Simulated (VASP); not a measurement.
Here is a VASP 6.6.1 calculation.

The input INCAR:

```
SYSTEM = MgO
ALGO = Normal
EDIFF = 1E-7
ENCUT = 520
GGA = PE
ISIF = 2
ISMEAR = 0
LASPH = .TRUE.
LCHARG = .TRUE.
LELF = .TRUE.
LREAL = .FALSE.
LVHAR = .TRUE.
LWAVE = .FALSE.
NBANDS = 16
NELM = 80
PREC = Accurate
SIGMA = 0.05
```

Contents of KPOINTS:

```
k-points
0
G
  9 9 6
  0 0 0
```

Contents of POSCAR:

```
MgO
1.0
    3.4455873664      0.0000000000      0.0000000000
   -1.7227936832      2.9839661903      0.0000000000
    0.0000000000      0.0000000000      4.2153315841
Mg O
2 2
Direct
    0.6666666667      0.3333333333      0.7500000000
    0.3333333333      0.6666666667      0.2500000000
    0.6666666667      0.3333333333      0.2500000000
    0.3333333333      0.6666666667      0.7500000000
```

Potentials or basis: VASP PAW PBE potentials, release 64 (Mg, O).

The run is started by

```bash
$ cat potpaw_PBE.64/Mg/POTCAR potpaw_PBE.64/O/POTCAR > POTCAR
$ mpirun -np 1 vasp_std > vasp.out
```

Q: Estimate the band gap on the k mesh.

A: 3.49 eV, direct.

Q: Estimate the pressure.

A: 6.2 GPa.

Stress tensor (GPa, compression positive):
```
7.17 0.00 0.00
0.00 7.17 0.00
0.00 0.00 4.18
```
